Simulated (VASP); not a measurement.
# Si5C (Pmmm) in VASP: a series of runs

Si5C is run at these levels: PBE; tasks: relaxation of cell and atoms, single point.

Program: VASP 6.6.1. These are calculated values, not measurements. Logs are shortened: lines on timing, memory, paths and dates and some standing lists are left out, and cuts for length are marked.

### Step 1. The cell of the first run

It takes space group Pmmm (No. 47, orthorhombic). The conventional cell has a = 3.235 Å, b = 3.596 Å, c = 7.357 Å, α = 90.00°, β = 90.00°, γ = 90.00°. Within 3.3 Å of Si (site symmetry mm2) lie 8 Si at 2.39 to 3.24 Å. Si (site symmetry mm2) has 1 C at 1.87 Å and 4 Si at 2.50 Å within 2.5 Å. Within 3.3 Å of Si (site symmetry mmm) lie 4 C at 2.42 Å and 12 Si at 2.48 to 3.24 Å. Within 2.5 Å of C (site symmetry mmm) lie 6 Si at 1.87 to 2.42 Å.

The cell was generated, and may not be a known phase.

### Step 2. Relaxation of cell and atoms, PBE

INCAR

```
PREC = Accurate ; ENCUT = 600
EDIFF = 1E-7 ; ISMEAR = 0
SIGMA = 0.1 ; LREAL = False
LASPH = True ; NELM = 120
ALGO = Normal ; ISIF = 3
LWAVE = False ; LCHARG = False
GGA = PE ; IBRION = 2
NSW = 90 ; EDIFFG = -0.04
GGA_COMPAT = False ; NELMIN = 4
```

KPOINTS

```
Automatic mesh
0
Gamma
  6 6 4
```

POSCAR

```
Si5C
1.0
    3.2352570418      0.0000000000      0.0000000000
    0.0000000000      3.5955186019      0.0000000000
    0.0000000000      0.0000000000      7.3566508110
Si C
5 1
Direct
    0.5000000000      0.5000000000      0.3373134209
    0.0000000000      0.0000000000      0.2535927705
    0.5000000000      0.5000000000      0.6626865791
    0.0000000000      0.0000000000      0.7464072295
    0.5000000000      0.5000000000      0.0000000000
    0.0000000000      0.0000000000      0.0000000000
```

Potentials or basis: VASP PAW PBE potentials, release 64 (Si, C).

Started as:

```bash
$ cat potpaw_PBE.64/Si/POTCAR potpaw_PBE.64/C/POTCAR > POTCAR
$ mpirun -np 1 vasp_std > vasp.out
```

OUTCAR:

```text
PREC = Accurate
   ENCUT = 600
   EDIFF = 1E-7
   ISMEAR = 0
   LREAL = False
   LASPH = True
   NELM = 120
   ISIF = 3
   GGA = PE
   IBRION = 2
   NSW = 90
   EDIFFG = -0.04
   NELMIN = 4

 ion  position               nearest neighbor table
   1  0.500  0.500  0.337-   3 2.39   5 2.48   2 2.50   2 2.50   2 2.50   2 2.50
   2  0.000  0.000  0.254-   6 1.87   1 2.50   1 2.50   1 2.50   1 2.50   5 3.05   5 3.05   5 3.05
                             5 3.05
   3  0.500  0.500  0.663-   1 2.39   5 2.48   4 2.50   4 2.50   4 2.50   4 2.50
   4  0.000  0.000  0.746-   6 1.87   3 2.50   3 2.50   3 2.50   3 2.50   5 3.05   5 3.05   5 3.05
                             5 3.05
   5  0.500  0.500  0.000-   6 2.42   6 2.42   6 2.42   6 2.42   1 2.48   3 2.48   4 3.05   4 3.05
                             2 3.05   4 3.05   2 3.05   2 3.05   4 3.05   2 3.05
   6  0.000  0.000  0.000-   2 1.87   4 1.87   5 2.42   5 2.42   5 2.42   5 2.42

  LATTYP: Found a simple orthorhombic cell.
 ALAT       =     3.2352570418
 B/A-ratio  =     1.1113548492
 C/A-ratio  =     2.2738999455

  Lattice vectors:

 A1 = (   3.2352570418,   0.0000000000,   0.0000000000)
 A2 = (   0.0000000000,   3.5955186019,   0.0000000000)
 A3 = (   0.0000000000,   0.0000000000,   7.3566508110)

Analysis of symmetry for initial positions (statically):
=====================================================================
 Subroutine PRICEL returns:
 Original cell was already a primitive cell.

 Routine SETGRP: Setting up the symmetry group for a
 simple orthorhombic supercell.

 Subroutine GETGRP returns: Found  8 space group operations
 (whereof  8 operations were pure point group operations)
 out of a pool of  8 trial point group operations.

The static configuration has the point symmetry D_2h.

Analysis of symmetry for dynamics (positions and initial velocities):
=====================================================================
 Subroutine PRICEL returns:
 Original cell was already a primitive cell.

 Routine SETGRP: Setting up the symmetry group for a
 simple orthorhombic supercell.

 Subroutine GETGRP returns: Found  8 space group operations
 (whereof  8 operations were pure point group operations)
 out of a pool of  8 trial point group operations.

The dynamic configuration has the point symmetry D_2h.

 Subroutine INISYM returns: Found  8 space group operations
 (whereof  8 operations are pure point group operations),
 and found     1 'primitive' translations

----------------------------------------------------------------------------------------

                                     Primitive cell

  volume of cell :      85.5757

  direct lattice vectors                    reciprocal lattice vectors
     3.235257042  0.000000000  0.000000000     0.309094451  0.000000000  0.000000000
     0.000000000  3.595518602  0.000000000     0.000000000  0.278123996  0.000000000
     0.000000000  0.000000000  7.356650811     0.000000000  0.000000000  0.135931421

  length of vectors
     3.235257042  3.595518602  7.356650811     0.309094451  0.278123996  0.135931421

  position of ions in fractional coordinates (direct lattice)
     0.500000000  0.500000000  0.337313421
     0.000000000  0.000000000  0.253592770
     0.500000000  0.500000000  0.662686579
     0.000000000  0.000000000  0.746407230
     0.500000000  0.500000000  0.000000000
     0.000000000  0.000000000  0.000000000

  ion indices of the primitive-cell ions
   primitive index   ion index
                 1           1
                 2           2
                 3           3
                 4           4
                 5           5
                 6           6

----------------------------------------------------------------------------------------

 KPOINTS: Automatic mesh

Automatic generation of k-mesh.
 Grid dimensions read from file:
 generate k-points for:    6    6    4

 Generating k-lattice:

  Cartesian coordinates                     Fractional coordinates (reciprocal lattice)
     0.051515742  0.000000000  0.000000000     0.166666667  0.000000000  0.000000000
     0.000000000  0.046353999  0.000000000     0.000000000  0.166666667  0.000000000
     0.000000000  0.000000000  0.033982855     0.000000000  0.000000000  0.250000000

  Length of vectors
     0.051515742  0.046353999  0.033982855

  Shift w.r.t. Gamma in fractional coordinates (k-lattice)
     0.000000000  0.000000000  0.000000000

 Subroutine IBZKPT returns following result:
 ===========================================

 Found     48 irreducible k-points:

 Following reciprocal coordinates:
            Coordinates               Weight
  0.000000  0.000000  0.000000      1.000000
  0.166667  0.000000  0.000000      2.000000
  0.333333  0.000000  0.000000      2.000000
  0.500000  0.000000  0.000000      1.000000
  0.000000  0.166667  0.000000      2.000000
  0.166667  0.166667  0.000000      4.000000
[... 16 lines left out ...]
[... 72 lines left out ...]

------------------------ aborting loop because EDIFF is reached ----------------------------------------

  FORCE on cell =-STRESS in cart. coord.  units (eV):
  Direction    XX          YY          ZZ          XY          YZ          ZX
  --------------------------------------------------------------------------------------
  -------------------------------------------------------------------------------------
  Total        1.1091227     -0.2689408     -0.4756398      0.0000000      0.0000000      0.0000000
  in kB       20.7653717     -5.0352007     -8.9050899      0.0000000      0.0000000      0.0000000
  external PRESSURE =       2.2750270 kB  Pullay stress =       0.0000000 kB

 VOLUME and BASIS-vectors are now :
 -----------------------------------------------------------------------------
  energy-cutoff  :      600.00
  volume of cell :       85.58
      direct lattice vectors                 reciprocal lattice vectors
     3.235257042  0.000000000  0.000000000     0.309094451  0.000000000  0.000000000
     0.000000000  3.595518602  0.000000000     0.000000000  0.278123996  0.000000000
     0.000000000  0.000000000  7.356650811     0.000000000  0.000000000  0.135931421
[... 161 lines left out ...]
 POSITION                                       TOTAL-FORCE (eV/Angst)
 -----------------------------------------------------------------------------------
      1.64271      1.78856      2.47774         0.000000      0.000000      0.008289
      0.00000      0.00000      1.85256        -0.000000      0.000000      0.012693
      1.64271      1.78856      4.88701         0.000000      0.000000     -0.008289
      0.00000      0.00000      5.51219        -0.000000      0.000000     -0.012693
      1.64271      1.78856      0.00000        -0.000000      0.000000      0.000000
      0.00000      0.00000      0.00000        -0.000000      0.000000      0.000000
 -----------------------------------------------------------------------------------
    total drift:                               -0.000000      0.000000     -0.000000

  FREE ENERGIE OF THE ION-ELECTRON SYSTEM (eV)
  ---------------------------------------------------
  free  energy   TOTEN  =       -33.0899015088 eV

  energy  without entropy=      -33.0855896063  energy(sigma->0) =      -33.08774556

--------------------------------------- Ionic step        6  -------------------------------------------

 number of electron      24.0000001 magnetization

 Free energy of the ion-electron system (eV)
  ---------------------------------------------------
  ext. energy  EPLUGINS =         0.00000000
  ---------------------------------------------------
  free energy    TOTEN  =       -33.09044155 eV

  energy without entropy =      -33.08594095  energy(sigma->0) =      -33.08819125

 E-fermi :   8.6461     XC(G=0): -10.7764

 val. band max:        8.6422220241   @ k =   0.5000   0.0000   0.5000
 cond. band min:       8.6892991998   @ k =   0.0000   0.1667   0.2500
 fundamental gap:      0.0470771757
 Fermi energy:         8.6461097628

 k-point     1 :       0.0000    0.0000    0.0000
  band No.  band energies     occupation
      1      -6.2473      2.00000
      2      -3.4322      2.00000
      3      -2.5372      2.00000
      4       3.2419      2.00000
      5       3.3129      2.00000
      6       4.1591      2.00000
[... 8 lines left out ...]
     15      10.5922      0.00000
     16      11.6687      0.00000
[... 419 lines left out ...]
 k-point    24 :       0.5000    0.1667    0.2500
  band No.  band energies     occupation
      1      -3.9888      2.00000
      2      -1.7805      2.00000
      3      -0.5647      2.00000
      4      -0.4050      2.00000
      5       1.7252      2.00000
      6       2.1962      2.00000
[... 8 lines left out ...]
     15      10.5800      0.00000
     16      11.0295      0.00000

 [... further k-points ...]
[... 5 lines left out ...]
  --------------------------------------------------------------------------------------
  -------------------------------------------------------------------------------------
  Total        0.0419759     -0.0123107     -0.0498358     -0.0000000      0.0000000      0.0000000
  in kB        0.7793278     -0.2285603     -0.9252550     -0.0000000      0.0000000      0.0000000
  external PRESSURE =      -0.1248292 kB  Pullay stress =       0.0000000 kB

 VOLUME and BASIS-vectors are now :
 -----------------------------------------------------------------------------
  energy-cutoff  :      600.00
  volume of cell :       86.30
      direct lattice vectors                 reciprocal lattice vectors
     3.282590084  0.000000000  0.000000000     0.304637489 -0.000000000  0.000000000
     0.000000000  3.567258445  0.000000000    -0.000000000  0.280327320  0.000000000
     0.000000000  0.000000000  7.369528582     0.000000000  0.000000000  0.135693890

 POSITION                                       TOTAL-FORCE (eV/Angst)
 -----------------------------------------------------------------------------------
      1.64130      1.78363      2.47958         0.000000      0.000000      0.016665
      3.28259      3.56726      1.85418         0.000000      0.000000     -0.007995
      1.64130      1.78363      4.88995         0.000000      0.000000     -0.016665
      3.28259      3.56726      5.51535         0.000000      0.000000      0.007995
      1.64130      1.78363      0.00000        -0.000000      0.000000      0.000000
      3.28259      0.00000      0.00000        -0.000000      0.000000      0.000000
 -----------------------------------------------------------------------------------
    total drift:                               -0.000000      0.000000     -0.000000

  FREE ENERGIE OF THE ION-ELECTRON SYSTEM (eV)
  ---------------------------------------------------
  free  energy   TOTEN  =       -33.0904415462 eV

  energy  without entropy=      -33.0859409542  energy(sigma->0) =      -33.08819125

 reached required accuracy - stopping structural energy minimisation
```

Wall time 5.5 min (1 thread of Oxide Virtual Turin-like, shared host); peak memory 0.21 GiB.

What came out:

| Property | Result |
| --- | --- |
| Free energy | -33.0904 eV |
| Relaxed volume | 14.38 Å³/atom |
| Relaxed cell | a = 3.283 Å, b = 3.567 Å, c = 7.370 Å, α = 90.00°, β = 90.00°, γ = 90.00° |
| Space group after relaxing (to 0.1 Å) | Pmmm (No. 47) |
| Energy gained by relaxing | 2.4 meV/atom |
| Ionic steps | 6 |
| Pressure after relaxing | 0.0 GPa |
| Largest force after relaxing | 0.017 eV/Å |
| Band gap on the k mesh | zero (bands 12 and 13 overlap by 4.57 eV) |

Forces in eV/Å, atoms in the order of the input:
```
Si   0.000  0.000  0.017
Si   0.000  0.000 -0.008
Si   0.000  0.000 -0.017
Si   0.000  0.000  0.008
Si   0.000  0.000  0.000
C    0.000  0.000  0.000
```

Stress tensor (GPa, compression positive):
```
 0.08  0.00  0.00
 0.00 -0.02  0.00
 0.00  0.00 -0.09
```

Step by step:
```tsv
step	energy change (eV)	largest force (eV/Å)	pressure (GPa)	volume (Å³)
1	0.0000	0.2566	0.23	85.58
2	-0.0098	0.0678	0.69	85.82
3	-0.0098	0.0524	0.67	85.81
4	-0.0138	0.0147	-0.42	86.67
5	-0.0139	0.0127	-0.27	86.55
6	-0.0145	0.0167	-0.01	86.30
```

Final structure:
```xyz
6
Lattice="3.2826 0.0000 0.0000 0.0000 3.5673 0.0000 0.0000 0.0000 7.3695" Properties=species:S:1:pos:R:3 pbc="T T T"
Si    1.6413    1.7836    2.4796
Si    3.2826    3.5673    1.8542
Si    1.6413    1.7836    4.8899
Si    3.2826    3.5673    5.5153
Si    1.6413    1.7836    0.0000
C     3.2826    0.0000    0.0000
```

Levels at points of the mesh, in eV from the Fermi level:
```csv
k point,band 10,band 11,band 12,band 13,band 14,band 15
"(0.00, 0.00, 0.00)",-1.65,-1.17,-0.09,0.36,0.93,1.95
"(0.50, 0.00, 0.00)",-0.39,-0.31,0.07,0.09,1.17,1.30
"(0.00, 0.50, 0.00)",-0.74,0.59,0.80,1.15,2.19,2.38
"(0.50, 0.50, 0.00)",-5.09,-4.18,-3.96,-1.90,0.94,1.47
"(0.00, 0.00, 0.50)",-1.17,-0.84,-0.10,1.42,1.89,2.52
"(0.50, 0.00, 0.50)",0.00,0.11,0.23,0.42,0.73,1.63
"(0.00, 0.50, 0.50)",0.88,1.28,1.43,1.83,1.98,2.32
"(0.50, 0.50, 0.50)",-3.38,-3.24,-2.94,-2.83,-2.70,1.12
```

### Step 3. Single point, PBE, collinear spin

This run uses another cell than the first one, of 14.38 Å³/atom.

INCAR

```
SYSTEM = Si5C
ALGO     = Normal         ! electronic algorithm
EDIFF    = 1E-6           ! SCF threshold, eV
ENCUT    = 600            ! plane-wave cutoff, eV
GGA      = PE             ! functional
GGA_COMPAT= .FALSE.      
ISIF     = 2              ! what is computed and relaxed
ISMEAR   = 0              ! smearing method
ISPIN    = 2              ! spin polarisation
LASPH    = .TRUE.         ! aspherical terms in the spheres
LCHARG   = .TRUE.         ! write CHGCAR
LELF     = .TRUE.         ! ELF
LORBIT   = 11             ! projections on sites
LREAL    = .FALSE.        ! projectors in reciprocal space
LVHAR    = .TRUE.       
LWAVE    = .FALSE.        ! write WAVECAR
MAGMOM   = 0 0 0 0 0 1    ! initial moments
NBANDS   = 25             ! bands
NELM     = 200            ! most SCF steps
PREC     = Accurate       ! precision mode
SIGMA    = 0.1            ! smearing width, eV
```

KPOINTS

```
k-points
0
G
  6 6 4
  0 0 0
```

POSCAR

```
Si5C
1.0
    3.2830330346      0.0000000000      0.0000000000
    0.0000000000      3.5662373069      0.0000000000
    0.0000000000      0.0000000000      7.3672677410
Si C
5 1
Direct
    0.5000000000      0.5000000000      0.3365342900
    0.0000000000      0.0000000000      0.2515213011
    0.5000000000      0.5000000000      0.6634657100
    0.0000000000      0.0000000000      0.7484786989
    0.5000000000      0.5000000000      0.0000000000
    0.0000000000      0.0000000000      0.0000000000
```

Potentials or basis: VASP PAW PBE potentials, release 64 (Si, C).

Started as:

```bash
$ cat potpaw_PBE.64/Si/POTCAR potpaw_PBE.64/C/POTCAR > POTCAR
$ mpirun -np 1 vasp_std > vasp.out
```

Wall time 3.4 min (1 thread of Oxide Virtual Turin-like, shared host); peak memory 0.31 GiB.

The run converged. Its results:

```
Free energy                                           : -33.0906 eV
Pressure                                              : 0.1 GPa
Largest force                                         : 0.011 eV/Å
Band gap on the k mesh                                : zero (filled and empty bands overlap)
Net moment                                            : 0.00 μB per cell
Valence electrons inside the program's atomic spheres : Si 1.64, 1.63, 1.50 (each value once); C 2.37
```

Forces on the atoms (eV/Å):
```
Si   0.000  0.000  0.007
Si   0.000  0.000  0.011
Si   0.000  0.000 -0.007
Si   0.000  0.000 -0.011
Si   0.000  0.000  0.000
C    0.000  0.000  0.000
```

Levels at points of the mesh, in eV from the Fermi level:
Spin up:
```csv
k point,band 8,band 9,band 10,band 11,band 12,band 13,band 14,band 15,band 16,band 17
"(0.00, 0.00, 0.00)",-3.07,-1.82,-1.64,-1.17,-0.10,0.35,0.94,1.94,3.02,4.91
"(0.50, 0.00, 0.00)",-2.59,-1.53,-0.39,-0.31,0.07,0.09,1.17,1.30,1.55,1.98
"(0.00, 0.50, 0.00)",-1.81,-1.74,-0.74,0.59,0.79,1.15,2.19,2.38,2.53,3.16
"(0.50, 0.50, 0.00)",-5.12,-5.10,-5.09,-4.18,-3.96,-1.91,0.94,1.48,3.77,3.96
"(0.00, 0.00, 0.50)",-2.69,-2.57,-1.17,-0.84,-0.10,1.42,1.89,2.52,2.60,3.26
"(0.50, 0.00, 0.50)",-4.56,-2.57,0.00,0.11,0.24,0.42,0.73,1.63,2.19,2.63
"(0.00, 0.50, 0.50)",-4.96,-1.73,0.87,1.28,1.42,1.82,1.98,2.32,2.41,3.75
"(0.50, 0.50, 0.50)",-5.90,-4.02,-3.39,-3.24,-2.94,-2.83,-2.70,1.11,1.31,5.89
```
Spin down:
| k point | band 10 | band 11 | band 12 | band 13 | band 14 | band 15 |
| --- | --- | --- | --- | --- | --- | --- |
| (0.00, 0.00, 0.00) | -1.64 | -1.17 | -0.10 | 0.35 | 0.94 | 1.94 |
| (0.50, 0.00, 0.00) | -0.39 | -0.31 | 0.07 | 0.09 | 1.17 | 1.30 |
| (0.00, 0.50, 0.00) | -0.74 | 0.59 | 0.79 | 1.15 | 2.19 | 2.38 |
| (0.50, 0.50, 0.00) | -5.09 | -4.18 | -3.96 | -1.91 | 0.94 | 1.48 |
| (0.00, 0.00, 0.50) | -1.17 | -0.84 | -0.10 | 1.42 | 1.89 | 2.52 |
| (0.50, 0.00, 0.50) | 0.00 | 0.11 | 0.24 | 0.42 | 0.73 | 1.63 |
| (0.00, 0.50, 0.50) | 0.87 | 1.28 | 1.42 | 1.82 | 1.98 | 2.32 |
| (0.50, 0.50, 0.50) | -3.39 | -3.24 | -2.94 | -2.83 | -2.70 | 1.11 |

The gap in the log of VASP goes by the Fermi energy; the results here count the filled bands.